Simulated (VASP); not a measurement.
# LiF (Pm-3m) in VASP: further runs, part 2 of 2

VASP 6.6.1.

## (3) Single point, LDA

Input file INCAR:

```
PREC = Accurate ; ENCUT = 520
EDIFF = 1E-6 ; ISMEAR = 0
SIGMA = 0.01 ; LREAL = F
LASPH = T ; NELM = 100
ALGO = Normal ; ISIF = 2
LWAVE = F ; LCHARG = T
LELF = T ; LVHAR = T
NBANDS = 12
```

Input file KPOINTS:

```
Automatic mesh
0
Gamma
  5 5 5
```

Input file POSCAR:

```
LiF
1.0
    2.5595330000      0.0000000000      0.0000000000
    0.0000000000      2.5595330000      0.0000000000
    0.0000000000      0.0000000000      2.5595330000
Li F
1 1
Direct
    0.0000000000      0.0000000000      0.0000000000
    0.5000000000      0.5000000000      0.5000000000
```

Potentials or basis: VASP PAW LDA potentials, release 64 (Li_sv, F).

Started as:

```bash
> cat potpaw_LDA.64/Li_sv/POTCAR potpaw_LDA.64/F/POTCAR > POTCAR
> mpirun -np 1 vasp_std > vasp.out
```

OUTCAR:

```text
PREC = Accurate
   ENCUT = 520
   EDIFF = 1E-6
   ISMEAR = 0
   LREAL = F
   LASPH = T
   NELM = 100
   ISIF = 2

 ion  position               nearest neighbor table
   1  0.000  0.000  0.000-   2 2.22   2 2.22   2 2.22   2 2.22   2 2.22   2 2.22   2 2.22   2 2.22

   2  0.500  0.500  0.500-   1 2.22   1 2.22   1 2.22   1 2.22   1 2.22   1 2.22   1 2.22   1 2.22

  LATTYP: Found a simple cubic cell.
 ALAT       =     2.5595330000

  Lattice vectors:

 A1 = (   2.5595330000,   0.0000000000,   0.0000000000)
 A2 = (   0.0000000000,   2.5595330000,   0.0000000000)
 A3 = (   0.0000000000,   0.0000000000,   2.5595330000)

Analysis of symmetry for initial positions (statically):
=====================================================================
 Subroutine PRICEL returns:
 Original cell was already a primitive cell.

 Routine SETGRP: Setting up the symmetry group for a
 simple cubic supercell.

 Subroutine GETGRP returns: Found 48 space group operations
 (whereof 48 operations were pure point group operations)
 out of a pool of 48 trial point group operations.

The static configuration has the point symmetry O_h .

Analysis of symmetry for dynamics (positions and initial velocities):
=====================================================================
 Subroutine PRICEL returns:
 Original cell was already a primitive cell.

 Routine SETGRP: Setting up the symmetry group for a
 simple cubic supercell.

 Subroutine GETGRP returns: Found 48 space group operations
 (whereof 48 operations were pure point group operations)
 out of a pool of 48 trial point group operations.

The dynamic configuration has the point symmetry O_h .

 Subroutine INISYM returns: Found 48 space group operations
 (whereof 48 operations are pure point group operations),
 and found     1 'primitive' translations

----------------------------------------------------------------------------------------

                                     Primitive cell

  volume of cell :      16.7680

  direct lattice vectors                    reciprocal lattice vectors
     2.559533000  0.000000000  0.000000000     0.390696272  0.000000000  0.000000000
     0.000000000  2.559533000  0.000000000     0.000000000  0.390696272  0.000000000
     0.000000000  0.000000000  2.559533000     0.000000000  0.000000000  0.390696272

  length of vectors
     2.559533000  2.559533000  2.559533000     0.390696272  0.390696272  0.390696272

  position of ions in fractional coordinates (direct lattice)
     0.000000000  0.000000000  0.000000000
     0.500000000  0.500000000  0.500000000

  ion indices of the primitive-cell ions
   primitive index   ion index
                 1           1
                 2           2

----------------------------------------------------------------------------------------

 KPOINTS: Automatic mesh

Automatic generation of k-mesh.
 Grid dimensions read from file:
[... 25 lines left out ...]
  0.200000  0.200000  0.000000     12.000000
  0.400000  0.200000  0.000000     24.000000
  0.400000  0.400000  0.000000     12.000000
  0.200000  0.200000  0.200000      8.000000
  0.400000  0.200000  0.200000     24.000000
  0.400000  0.400000  0.200000     24.000000
  0.400000  0.400000  0.400000      8.000000
   k-points           NKPTS =     10   k-points in BZ     NKDIM =     10   number of bands    NBANDS=     12
   number of dos      NEDOS =    301   number of ions     NIONS =      2
   total plane-waves  NPLWV =   8000
   dimension x,y,z NGX =    20 NGY =   20 NGZ =   20
   dimension x,y,z NGXF=    40 NGYF=   40 NGZF=   40
   ions per type =               1   1
   NGX,Y,Z   is equivalent  to a cutoff of  12.99, 12.99, 12.99 a.u.
   NGXF,Y,Z  is equivalent  to a cutoff of  25.98, 25.98, 25.98 a.u.
 SYSTEM =  unknown system
   PREC   = accura    normal or accurate (medium, high low for compatibility)
   ISTART =      0    job   : 0-new  1-cont  2-samecut
   ICHARG =      2    charge: 1-file 2-atom 10-const
   ISPIN  =      1    spin polarized calculation?
   LNONCOLLINEAR =      F non collinear calculations
   LSORBIT =      F    spin-orbit coupling
   LASPH  =      T    aspherical Exc in radial PAW
   ENCUT  =  520.0 eV  38.22 Ry    6.18 a.u.   4.76  4.76  4.76*2*pi/ulx,y,z
   NELM   =    100;   NELMIN=  2; NELMDL= -5     # of ELM steps
   EDIFF  = 0.1E-05   stopping-criterion for ELM
   LREAL  =      F    real-space projection
   EDIFFG = 0.1E-04   stopping-criterion for IOM
   NSW    =      0    number of steps for IOM
   IBRION =     -1    ionic relax: 0-MD 1-quasi-New 2-CG
   NFREE  =      0    steps in history (QN), initial steepest desc. (CG)
   ISIF   =      2    stress and relaxation
   ISYM   =      2    0-nonsym 1-usesym 2-fastsym
   POTIM  = 0.5000    time-step for ionic-motion
   TEBEG  =    0.0;   TEEND  =   0.0 temperature during run
   PSTRESS=    0.0 pullay stress
   NELECT =      10.0000    total number of electrons
   NUPDOWN=      -1.0000    fix difference up-down
   EMIN   =  10.00;   EMAX   =-10.00  energy-range for DOS
   EFERMI =   0.00;   METHOD = LEGACY
   ISMEAR =     0;   SIGMA  =   0.01  broadening in eV -4-tet -1-fermi 0-gaus
   EFERMI_NEDOS =   21; number of points for ismear=-14 and -15
   IALGO  =     38    algorithm
   IMIX   =      4    mixing-type and parameters
     AMIX     =   0.40;   BMIX     =  1.00
     AMIX_MAG =   1.60;   BMIX_MAG =  1.00
  volume/ion in A,a.u.               =       8.38        56.58
  Fermi-wavevector in a.u.,A,eV,Ry     =   1.377994  2.604032 25.835673  1.898868
  Thomas-Fermi vector in A             =   2.503097
   LORBIT       =      0    0 simple, 1 ext, 2 COOP (PROOUT), +10 PAW based schemes
   GGA     = CA    functional components
   LHFCALC =     F    Hartree Fock is set to
   AEXX    =    0.0000 exact exchange contribution
   IVDW    =     0    specifies the selected vdW correction
   LEPSILON=     F    determine dielectric tensor
   LRPA    =     F    only Hartree local field effects (RPA)
 non-spin polarized calculation
 Gauss-broadening in eV      SIGMA  =   0.01
  energy-cutoff  :      520.00
  volume of cell :       16.77
 maximum number of plane-waves:       461
 NGX is ok and might be reduce to    20
   NGX =  9   NGY =  9   NGZ =  9

 number of electron      10.0000016 magnetization

 Free energy of the ion-electron system (eV)
  ---------------------------------------------------
  ext. energy  EPLUGINS =         0.00000000
  ---------------------------------------------------
  free energy    TOTEN  =        -9.86930717 eV

  energy without entropy =       -9.86930717  energy(sigma->0) =       -9.86930717

 E-fermi :  -0.1036     XC(G=0): -10.5745

 val. band max:       -0.2514235515   @ k =   0.4000   0.4000   0.0000
 cond. band min:       7.1081400307   @ k =   0.0000   0.0000   0.0000
 fundamental gap:      7.3595635823
 Fermi energy:        -0.1035930903

 k-point     1 :       0.0000    0.0000    0.0000
  band No.  band energies     occupation
      1     -41.8437      2.00000
      2     -20.6067      2.00000
      3      -0.8809      2.00000
      4      -0.8809      2.00000
      5      -0.8809      2.00000
      6       7.1081      0.00000
      7      18.2200      0.00000
      8      18.2200      0.00000
      9      20.3094      0.00000
     10      20.3094      0.00000
     11      20.3094      0.00000
     12      37.8383      0.00000
[... 121 lines left out ...]
 k-point    10 :       0.4000    0.4000    0.4000
  band No.  band energies     occupation
      1     -41.7171      2.00000
      2     -19.2599      2.00000
      3      -2.6383      2.00000
      4      -2.4229      2.00000
      5      -2.4229      2.00000
      6      11.0830      0.00000
      7      11.1925      0.00000
      8      11.1925      0.00000
      9      22.7733      0.00000
     10      23.6358      0.00000
     11      23.6358      0.00000
     12      24.9907      0.00000

------------------------ aborting loop because EDIFF is reached ----------------------------------------

  FORCE on cell =-STRESS in cart. coord.  units (eV):
  Direction    XX          YY          ZZ          XY          YZ          ZX
  --------------------------------------------------------------------------------------
  -------------------------------------------------------------------------------------
  Total       -0.8299969     -0.8299969     -0.8299969      0.0000000     -0.0000000     -0.0000000
  in kB      -79.3057781    -79.3057781    -79.3057781      0.0000000     -0.0000000     -0.0000000
  external PRESSURE =     -79.3057781 kB  Pullay stress =       0.0000000 kB

 VOLUME and BASIS-vectors are now :
 -----------------------------------------------------------------------------
  energy-cutoff  :      520.00
  volume of cell :       16.77
      direct lattice vectors                 reciprocal lattice vectors
     2.559533000  0.000000000  0.000000000     0.390696272  0.000000000  0.000000000
     0.000000000  2.559533000  0.000000000     0.000000000  0.390696272  0.000000000
     0.000000000  0.000000000  2.559533000     0.000000000  0.000000000  0.390696272

 POSITION                                       TOTAL-FORCE (eV/Angst)
 -----------------------------------------------------------------------------------
      0.00000      0.00000      0.00000         0.000000      0.000000      0.000000
      1.27977      1.27977      1.27977         0.000000      0.000000      0.000000
 -----------------------------------------------------------------------------------
    total drift:                                0.000000      0.000000      0.000000

  FREE ENERGIE OF THE ION-ELECTRON SYSTEM (eV)
  ---------------------------------------------------
  free  energy   TOTEN  =        -9.8693071725 eV

  energy  without entropy=       -9.8693071725  energy(sigma->0) =       -9.86930717
```

OSZICAR:

```text
N       E                     dE             d eps       ncg     rms          rms(c)
DAV:   1     0.320829449890E+02    0.32083E+02   -0.51166E+03   240   0.841E+02
DAV:   2    -0.935709293074E+01   -0.41440E+02   -0.40499E+02   308   0.184E+02
DAV:   3    -0.103794022759E+02   -0.10223E+01   -0.10215E+01   292   0.248E+01
DAV:   4    -0.103861023747E+02   -0.67001E-02   -0.67000E-02   280   0.241E+00
DAV:   5    -0.103861745220E+02   -0.72147E-04   -0.72147E-04   288   0.191E-01    0.419E+00
DAV:   6    -0.990055425773E+01    0.48562E+00   -0.23147E+00   248   0.895E+00    0.139E+00
DAV:   7    -0.988048289086E+01    0.20071E-01   -0.16828E-02   312   0.109E+00    0.790E-01
DAV:   8    -0.986931765502E+01    0.11165E-01   -0.15149E-02   336   0.113E+00    0.109E-01
DAV:   9    -0.986929788013E+01    0.19775E-04   -0.46827E-04   276   0.209E-01    0.435E-02
DAV:  10    -0.986930754255E+01   -0.96624E-05   -0.32959E-05   284   0.426E-02    0.454E-03
DAV:  11    -0.986930717253E+01    0.37002E-06   -0.82856E-07   212   0.721E-03
   1 F= -.98693072E+01 E0= -.98693072E+01  d E =-.666273E-98
```

Run time: 2.5 s. Hardware: 1 thread of AMD EPYC 7R43 (Zen 3), shared host; peak memory 0.08 GiB.

What came out:

```yaml
Free_energy: -9.8693 eV
Band_gap_on_the_k_mesh: 7.36 eV, indirect (least direct gap 7.99 eV)
```

Levels at points of the mesh, in eV from the valence-band top:
```csv
k point,band 2,band 3,band 4,band 5,band 6,band 7,band 8,band 9
"(0.00, 0.00, 0.00)",-20.36,-0.63,-0.63,-0.63,7.36,18.47,18.47,20.56
```

Caveat: the k points lie up to 0.49 Å⁻¹ apart; the cutoff is under 1.25 times the usual one of these potentials, so pressure, stress and relaxed cells hold a basis-set (Pulay) error.
